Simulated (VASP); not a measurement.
A run of VASP 6.6.1:

Contents of INCAR:

```
  PREC = Accurate
  ENCUT = 600
  EDIFF = 1E-6
  ISMEAR = -1
  SIGMA = 0.05
  LREAL = F
  LASPH = T
  NELM = 60
  ALGO = Normal
  ISIF = 3
  LWAVE = F
  LCHARG = F
  GGA = PS
  IBRION = 2
  NSW = 32
  EDIFFG = -0.005
  PSTRESS = 2400.0
```

The input KPOINTS:

```
Automatic mesh
0
Gamma
  18 18 10
```

POSCAR

```
Ru
1.0
    2.4046915201      0.0000000000      0.0000000000
   -1.2023457600      2.0825239447      0.0000000000
    0.0000000000      0.0000000000      3.8410818079
Ru
2
Direct
    0.3333333333      0.6666666667      0.2500000000
    0.6666666667      0.3333333333      0.7500000000
```

Potentials or basis: VASP PAW PBE potentials, release 64 (Ru_pv).

Launch:

```console
$ cat potpaw_PBE.64/Ru_pv/POTCAR > POTCAR
$ mpirun -np 1 vasp_std > vasp.out
```

Hardware: 1 thread of Intel Xeon 6975P-C (shared host).

Estimate the wall time of this run.

It took 2 min on 1 thread of Intel Xeon 6975P-C, with other jobs on the host, peak memory 0.21 GiB. Counts: scf iterations 27, k points 222, ion steps 3.
